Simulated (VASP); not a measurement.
Runs of VASP 6.6.1 on K2ZnSnF6 (a cell with a defect). The cell holds a defect, 10 atoms: a = 8.105 Å, b = 4.052 Å, c = 4.052 Å, α = 90.00°, β = 90.00°, γ = 90.00°. 

| level | k mesh | gap on the mesh (eV) | pressure (GPa) | largest force (eV/Å) |
| --- | --- | --- | --- | --- |
| r2SCAN | 2 × 2 × 2, shifted | 2.76 | (b) | 5.03 |
| r2SCAN+D3(BJ) | 2 × 2 × 2, shifted | 2.76 | 24.5 | 5.03 |
| PBEsol+D4 | 2 × 2 × 1 | 0.21 | (a) | 4.55 |
| PBE | 2 × 2 × 2, shifted | 2.58 | 29.4 | 4.84 |
| PBEsol | 2 × 2 × 2, shifted | 2.55 | 24.4 | 4.68 |

Alike in all rows: task single point; potentials or basis VASP PAW PBE potentials, release 64 (K_sv, Sn_d, Zn, F); no spin polarisation; cell as given; cutoff (eV) 520; smearing fermi-dirac 0.05 eV.

Question: Estimate the missing entries.

Answer: (a) 21.2; (b) 25.5.

Caveats: all runs use coarse meshes; spin-orbit coupling is left out, which moves the levels of the heavy elements; the PAW data sets were made with another functional, which shifts forces and pressure a little (at least some runs); three body term missing (at least some runs).

A k mesh can miss the band edges, and the runs leave out spin-orbit coupling on Sn.
